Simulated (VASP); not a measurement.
# Te: single point with r2SCAN

The system is Te.

```xyz
3
Lattice="4.6181 0.0000 0.0000 -2.3090 3.9994 0.0000 0.0000 0.0000 5.9054" Properties=species:S:1:pos:R:3 pbc="T T T"
Te    1.1715    0.0000    1.9685
Te   -0.5858    1.0145    3.9369
Te    1.7233    2.9848    0.0000
```

```
Program             : VASP 6.6.1
Task                : single point
Functional          : r2SCAN
Potentials or basis : VASP PAW PBE potentials, release 64 (Te)
Cutoff              : 520 eV
k mesh              : 12 × 12 × 6
Occupations         : gaussian, width 0.02 eV
Spin                : no spin polarisation
```

| Item | Value |
| --- | --- |
| Pressure | 0.1 GPa |
| Largest force | 0.031 eV/Å |
| Band gap on the k mesh | 0.55 eV (least direct gap 0.56 eV) |

Forces in eV/Å, atoms in the order of the input:
```
Te   0.031  0.000  0.000
Te  -0.016  0.027  0.000
Te  -0.016 -0.027  0.000
```

Levels at points of the mesh, in eV from the valence-band top:
```csv
k point,band 7,band 8,band 9,band 10,band 11,band 12
"(0.00, 0.00, 0.00)",-1.64,-1.64,-0.61,1.28,1.28,1.81
"(0.50, 0.00, 0.00)",-3.10,-1.21,-0.88,1.32,1.49,3.79
"(0.00, 0.00, 0.50)",-1.32,-1.17,-1.17,0.82,0.93,0.93
"(0.50, 0.00, 0.50)",-2.14,-1.77,-0.07,1.20,2.19,2.68
```

Wall time 5 min on 1 thread of Intel(R) Xeon(R) Platinum 8559C (Emerald Rapids) (shared host), peak memory 0.34 GiB.

Caveat: the PAW data sets were made with another functional, which shifts forces and pressure a little; spin-orbit coupling is left out, which moves the levels of the heavy elements. A k mesh can miss the band edges.
